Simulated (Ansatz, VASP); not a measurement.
**Two plane-wave programs on Ti**

```
Ti
1.0
     0.00000    2.24662    1.64969
     2.24662    0.00000    1.64969
     2.24662    2.24662    0.00000
Ti
1
Cartesian
  0.0000 0.0000 0.0000
```

Alike in both runs: task single point; functional LDA; k mesh 22 × 22 × 22; occupations gaussian, width 0.15 eV; no spin polarisation.

|  | VASP | Ansatz |
| --- | --- | --- |
| version | VASP 6.6.1 | Ansatz 0.2.0 |
| potentials or method | VASP PAW LDA potentials, release 64 (Ti_sv), cutoff 520 eV | scalar-relativistic, plane waves, PAW |
| valence electrons in the cell | 12 | 12 |

Ansatz gave:

* gap on the k mesh at the Fermi level (eV): none
* pressure (GPa): -5.4
* traceless stress, the component that is largest in VASP (GPa): 0.36

Task: Estimate VASP's values.

Result: gap on the k mesh at the Fermi level (eV): none; pressure (GPa): -5.5; traceless stress, the component that is largest in VASP (GPa): 0.36.

Ansatz warns that its potentials were made for another functional, while VASP's fit it. LDA's correlation is that of Perdew and Zunger in VASP and of Perdew and Wang (1992) in Ansatz. A gap of «none» marks a metal or a gap that the smearing closes.
